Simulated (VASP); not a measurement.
Set up this calculation in VASP 6.6.1, as the native input.

```yaml
Task: single point
Functional: SVWN5
Potentials_or_basis: VASP PAW PBE potentials, release 64 (Bi_d, Te)
Cutoff: 520 eV
k_mesh: 7 × 7 × 7
Occupations: fermi-dirac, width 0.05 eV
Spin: no spin polarisation
Dipole_correction: no
Further_INCAR_settings: ALGO = Normal; EDIFF = 1e-07; NBANDS = 32
```

The structure of Bi2Te3 lies in POSCAR:

```
Bi2Te3
1.0
    2.1930000000      1.2661291403     10.1656666667
   -2.1930000000      1.2661291403     10.1656666667
    0.0000000000     -2.5322582807     10.1656666667
Bi Te
2 3
Direct
    0.6000000000      0.6000000000      0.6000000000
    0.4000000000      0.4000000000      0.4000000000
    0.7905000000      0.7905000000      0.7905000000
    0.2095000000      0.2095000000      0.2095000000
    0.0000000000      0.0000000000      0.0000000000
```

One way to write it, as run:

INCAR

```
  PREC = Accurate
  ENCUT = 520
  EDIFF = 1E-7
  ISMEAR = -1
  SIGMA = 0.05
  LREAL = False
  LASPH = True
  NELM = 100
  ALGO = Normal
  ISIF = 2
  LWAVE = False
  LCHARG = True
  GGA = VW
  LELF = True
  LVHAR = True
  NBANDS = 32
```

KPOINTS

```
Automatic mesh
0
Gamma
  7 7 7
```

Potentials or basis: VASP PAW PBE potentials, release 64 (Bi_d, Te).

Run with:

```bash
$ cat potpaw_PBE.64/Bi_d/POTCAR potpaw_PBE.64/Te/POTCAR > POTCAR
$ mpirun -np 1 vasp_std > vasp.out
```

Results of the run:

* Pressure: -1.8 GPa
* Largest force: 0.168 eV/Å
* Band gap on the k mesh: 0.20 eV

Caveat: the PAW data sets were made with another functional, which shifts forces and pressure a little; spin-orbit coupling is left out, which moves the levels of the heavy elements; an odd mesh through Γ misses points on the zone boundary, where band edges can lie.

It took 13 min on 1 thread of Intel(R) Xeon(R) 6975P-C (Granite Rapids), on a shared host, peak memory 0.77 GiB.
